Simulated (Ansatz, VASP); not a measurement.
# Te in VASP and in Ansatz

INCAR

```
  ALGO = Normal
  EDIFF = 1E-6
  ENCUT = 500
  GGA = PE
  GGA_COMPAT = False
  ISIF = 2
  ISMEAR = -1
  LASPH = True
  LCHARG = False
  LREAL = False
  LWAVE = False
  NBANDS = 13
  NELM = 120
  PREC = Accurate
  SIGMA = 0.1
```

Contents of KPOINTS:

```
k-points
0
Gamma
  9 9 9
```

Contents of POSCAR:

```
Te
1.0
    0.0000000000      3.7317697170      3.7317697170
    3.7317697170      0.0000000000      3.7317697170
    3.7317697170      3.7317697170      0.0000000000
Te
2
Direct
    0.1250000000      0.1250000000      0.1250000000
    0.8750000000      0.8750000000      0.8750000000
```

Input for Ansatz:

```yaml
crystal:
  lattice:
    - [0.0, 3.731769717, 3.731769717]
    - [3.731769717, 0.0, 3.731769717]
    - [3.731769717, 3.731769717, 0.0]
  atoms:
    - { symbol: Te, position: [0.125, 0.125, 0.125] }
    - { symbol: Te, position: [0.875, 0.875, 0.875] }
hamiltonian:
  xc: pbe
  pseudopotentials:
    kind: paw
    azcp:
      Te: "pseudopotentials/Te.paw.azcp"
basis:
  ecutwfc: 420
  fft_grid_basis: typed
kpoints:
  mp_grid: { grid: [9, 9, 9], shift: [0, 0, 0] }
magnetization:
  spin_polarized: false
scf:
  occupations: { method: fermi_dirac, width: 0.1 }
  lower_state_search: "off"
output:
  stress: true
```

Alike in both runs: task single point; functional PBE; k mesh 9 × 9 × 9; occupations fermi-dirac, width 0.1 eV; no spin polarisation.

|  | VASP | Ansatz |
| --- | --- | --- |
| version | VASP 6.6.1 | Ansatz 0.2.0 |
| potentials or method | VASP PAW PBE potentials, release 64 (Te), cutoff 500 eV | plane waves (420 eV) with PAW, scalar-relativistic |
| valence electrons in the cell | 12 | 32 |

Ansatz gave:

- pressure (GPa): -2.3

Question: Which values does VASP return?

Answer: Pressure (GPa): -2.4.

VASP's potentials hold 12 valence electrons a cell and Ansatz's 32, so a difference there can come from the potentials and not from the codes.

Spin-orbit coupling is off throughout.
